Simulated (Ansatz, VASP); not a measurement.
**One calculation of Au, two programs**

File INCAR:

```
ALGO = Normal
EDIFF = 1E-6
ENCUT = 520
ISIF = 2
ISMEAR = -1
LASPH = T
LCHARG = F
LREAL = F
LWAVE = F
NBANDS = 12
NELM = 60
PREC = Accurate
SIGMA = 0.08
```

File KPOINTS:

```
k-points
0
Gamma
  18 18 18
```

The input POSCAR:

```
Au
1.0
    0.0000000000      2.0241108048      2.0241108048
    2.0241108048      0.0000000000      2.0241108048
    2.0241108048      2.0241108048      0.0000000000
Au
1
Direct
    0.0000000000      0.0000000000      0.0000000000
```

Input for Ansatz:

```yaml
crystal:
  lattice:
    - [0.0, 2.0241108048, 2.0241108048]
    - [2.0241108048, 0.0, 2.0241108048]
    - [2.0241108048, 2.0241108048, 0.0]
  atoms:
    - { symbol: Au, position: [0.0, 0.0, 0.0] }
kpoints:
  mp_grid: { grid: [18, 18, 18] }
  band_path:
    path:
      - [0.0, 0.0, 0.0]
      - [0.5, 0.0, 0.5]
      - [0.625, 0.25, 0.625]
      - [0.375, 0.375, 0.75]
      - [0.0, 0.0, 0.0]
      - [0.5, 0.5, 0.5]
      - [0.5, 0.25, 0.75]
      - [0.5, 0.0, 0.5]
    npoints: 8
scf:
  occupations: { method: fermi_dirac, width: 0.08 }
hamiltonian:
  xc: lda
  pseudopotentials: { kind: paw }
output:
  forces: true
  stress: true
  eigenvalues: true
  populations: true
  dos: { projected: true, de: 0.2, e_range: [-14, 8] }
  write_density: true
  write_potential: true
  elf: true
  volumetric_format: npy
```

Change from the starting cell: volume scaled by 1, PAW files.

Alike in both runs: task single point; functional LDA; k mesh 18 × 18 × 18; occupations fermi-dirac, width 0.08 eV; no spin polarisation.

|  | VASP | Ansatz |
| --- | --- | --- |
| version | VASP 6.6.1 | Ansatz 0.2.0 |
| potentials or method | VASP PAW LDA potentials, release 64 (Au) | PAW with Ansatz's default frozen-core files, scalar-relativistic |
| plane-wave cutoff (eV) | 520 | 420 |
| valence electrons in the cell | 11 | 19 |

```tsv
	VASP	Ansatz	Ansatz less VASP
pressure (GPa)	0.5	0.0	-0.50
```

LDA's correlation is that of Perdew and Zunger in VASP and of Perdew and Wang (1992) in Ansatz. VASP's potentials hold 11 valence electrons a cell and Ansatz's 19, so a difference there can come from the potentials and not from the codes.

Spin-orbit coupling is off throughout.
